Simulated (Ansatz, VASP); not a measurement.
# BiB: VASP beside Ansatz

```
CELL_PARAMETERS angstrom
3.96556 0.00000 0.00000
-1.98278 3.43428 0.00000
0.00000 0.00000 6.53175
ATOMIC_POSITIONS crystal
B 0.33333 0.66667 0.00011
B 0.66667 0.33333 0.50011
Bi 0.33333 0.66667 0.37489
Bi 0.66667 0.33333 0.87489
```

Alike in both runs: task single point; functional PBE; k mesh 6 × 6 × 4; occupations fermi-dirac, width 0.02 eV; no spin polarisation.

|  | VASP | Ansatz |
| --- | --- | --- |
| version | VASP 6.6.1 | Ansatz 0.2.0 |
| potentials or method | VASP PAW PBE potentials, release 64 (B, Bi_d) | plane waves, PAW |
| plane-wave cutoff (eV) | 520 | 420 |
| valence electrons in the cell | 36 | 36 |

|  | VASP | Ansatz | Ansatz less VASP |
| --- | --- | --- | --- |
| pressure (GPa) | -3.6 | -3.6 | +0.04 |
| traceless stress, the component that is largest in VASP (GPa) | -0.24 | -0.24 | -0.002 |

Neither program's run includes spin-orbit coupling.
